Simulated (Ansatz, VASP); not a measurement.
## Y in VASP and in Ansatz

Contents of POSCAR:

```
Y
1.0
    1.7245840000      2.9870620000      0.0000000000
   -1.7245840000      2.9870620000      0.0000000000
    0.0000000000      0.0000000000      5.3961440000
Y
2
Direct
    0.3333300000      0.3333400000      0.2500000000
    0.6666600000      0.6666700000      0.7500000000
```

The input INCAR.step1:

```
SYSTEM = Y
ALGO = Normal
EDIFF = 1E-5
ENCUT = 550
GGA = PE
GGA_COMPAT = .False.
ISMEAR = -1
LASPH = .True.
LCHARG = .False.
LREAL = .False.
LWAVE = .True.
NBANDS = 18
NELM = 120
PREC = Accurate
SIGMA = 0.1379
```

The input INCAR.step2:

```
SYSTEM = Y
ALGO = Normal
EDIFF = 1E-6
ENCUT = 550
GGA_COMPAT = .False.
ISIF = 2
ISMEAR = -1
ISTART = 1
LASPH = .True.
LCHARG = .True.
LELF = .True.
LMIXTAU = .True.
LREAL = .False.
LVHAR = .True.
LWAVE = .False.
METAGGA = R2SCAN
NBANDS = 18
NELM = 120
PREC = Accurate
SIGMA = 0.1379
```

KPOINTS

```
k-points
0
Gamma
  6 6 4
  0 0 0
```

Input for Ansatz:

```yaml
crystal:
  lattice:
    - [1.724584, 2.987062, 0.0]
    - [-1.724584, 2.987062, 0.0]
    - [0.0, 0.0, 5.396144]
  atoms:
    - { symbol: "Y", position: [0.33333, 0.33334, 0.25] }
    - { symbol: "Y", position: [0.66666, 0.66667, 0.75] }
  symmetry: { tolerance: 0.0003 }
kpoints:
  mp_grid: { grid: [6, 6, 4], shift: [0, 0, 0] }
magnetization:
  spin_polarized: false
scf:
  occupations: { method: fermi_dirac, width: 0.1379 }
hamiltonian:
  pseudopotentials: { kind: paw }
  xc: r2scan
basis:
  ecutwfc: 500
output:
  forces: true
  stress: true
  eigenvalues: true
```

Alike in both runs: task single point; functional r2SCAN; k mesh 6 × 6 × 4; occupations fermi-dirac, width 0.1379 eV; no spin polarisation.

```csv
,VASP,Ansatz
version,VASP 6.6.1,Ansatz 0.2.0
potentials or method,"VASP PAW PBE potentials, release 64 (Y_sv), cutoff 550 eV",PAW plane waves
valence electrons in the cell,22,22
```

Ansatz gave:

| Quantity | Value |
| --- | --- |
| gap on the k mesh at the Fermi level (eV) | none |
| pressure (GPa) | 10.0 |
| traceless stress, the component that is largest in VASP (GPa) | -0.33 |

Task: Which values does VASP return?

Result: gap on the k mesh at the Fermi level (eV): none; pressure (GPa): 10.1; traceless stress, the component that is largest in VASP (GPa): -0.36.

VASP's potentials were made for PBE, not for r2SCAN. A gap of «none» marks a metal or a gap that the smearing closes. With one functional, cell and mesh, what is left measures potentials, basis and numerics. Ansatz's warnings: structure snapped to symmetry.
